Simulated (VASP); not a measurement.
A run of VASP 6.6.1:

INCAR

```
PREC = Accurate
ENCUT = 520
EDIFF = 1E-6
ISMEAR = 0
SIGMA = 0.2
LREAL = False
LASPH = True
NELM = 60
ALGO = Normal
ISIF = 2
LWAVE = False
LCHARG = True
GGA = PE
LELF = True
LVHAR = True
NBANDS = 53
```

Contents of KPOINTS:

```
regular mesh
0
Gamma
  3 3 2
```

POSCAR

```
Ba2ZnP2
1.0
    6.7409225162      0.0000000000      0.0000000000
    0.0000000000      6.7409225162      0.0000000000
    0.0000000000      0.0000000000      6.4361138154
Ba Zn P
4 2 4
Direct
    0.7812904791      0.7812904791      0.5000000000
    0.2187095209      0.2187095209      0.5000000000
    0.7812904791      0.2187095209      0.0000000000
    0.2187095209      0.7812904791      0.0000000000
    0.5000000000      0.5000000000      0.7500000000
    0.5000000000      0.5000000000      0.2500000000
    0.2943586971      0.2943586971      0.0000000000
    0.7056413029      0.7056413029      0.0000000000
    0.2943586971      0.7056413029      0.5000000000
    0.7056413029      0.2943586971      0.5000000000
```

Potentials or basis: VASP PAW PBE potentials, release 64 (Ba_sv, Zn, P).

Run with:

```console
$ cat potpaw_PBE.64/Ba_sv/POTCAR potpaw_PBE.64/Zn/POTCAR potpaw_PBE.64/P/POTCAR > POTCAR
$ mpirun -np 1 vasp_std > vasp.out
```

Hardware: 1 thread of AMD EPYC 9R14 (Zen 4), with other jobs on the host.

Problem. Estimate the wall time of this run.

Solution. Wall time 78 s on 1 thread of AMD EPYC 9R14 (Zen 4) (shared host), peak memory 0.35 GiB. Counts: scf iterations 15, k points 6.
